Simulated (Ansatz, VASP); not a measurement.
**Sc in VASP and in Ansatz**

```
CELL_PARAMETERS angstrom
-1.86292 1.86292 1.86292
1.86292 -1.86292 1.86292
1.86292 1.86292 -1.86292
ATOMIC_POSITIONS crystal
Sc 0.00000 0.00000 0.00000
```

Change from the starting cell: volume scaled by 1.04.

Alike in both runs: task single point; functional PBE; k mesh 13 × 13 × 13; occupations fermi-dirac, width 0.05 eV; no spin polarisation.

|  | VASP | Ansatz |
| --- | --- | --- |
| version | VASP 6.6.1 | Ansatz 0.2.0 |
| potentials or method | VASP PAW PBE potentials, release 64 (Sc_sv), cutoff 500 eV | all-electron LAPW, scalar-relativistic |

|  | VASP | Ansatz | Ansatz less VASP |
| --- | --- | --- | --- |
| pressure (GPa) | -1.9 | -2.0 | -0.01 |

Ansatz ran all-electron here, and VASP with PAW potentials.
